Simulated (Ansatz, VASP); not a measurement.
## Two plane-wave programs on CaSe

```
Ca Se
1.0
     0.00000    2.89518    2.89518
     2.89518    0.00000    2.89518
     2.89518    2.89518    0.00000
Ca Se
1 1
Direct
  0.00000 0.00000 0.00000
  0.50000 0.50000 0.50000
```

Alike in both runs: task single point; functional LDA; k mesh 8 × 8 × 8; occupations gaussian, width 0.02 eV; no spin polarisation.

|  | VASP | Ansatz |
| --- | --- | --- |
| version | VASP 6.6.1 | Ansatz 0.2.0 |
| potentials or method | VASP PAW LDA potentials, release 64 (Ca_sv, Se), cutoff 500 eV | scalar-relativistic, plane waves, PAW |
| valence electrons in the cell | 16 | 26 |

```csv
,VASP,Ansatz,Ansatz less VASP
gap on the k mesh at the Fermi level (eV),1.70,1.71,+0.018
least direct gap on the mesh (eV),2.70,2.71,+0.016
pressure (GPa),0.3,0.0,-0.32
```

Ansatz warns that its potentials were made for another functional, while VASP's fit it. LDA's correlation is that of Perdew and Zunger in VASP and of Perdew and Wang (1992) in Ansatz. VASP's potentials hold 16 valence electrons a cell and Ansatz's 26, so a difference there can come from the potentials and not from the codes.
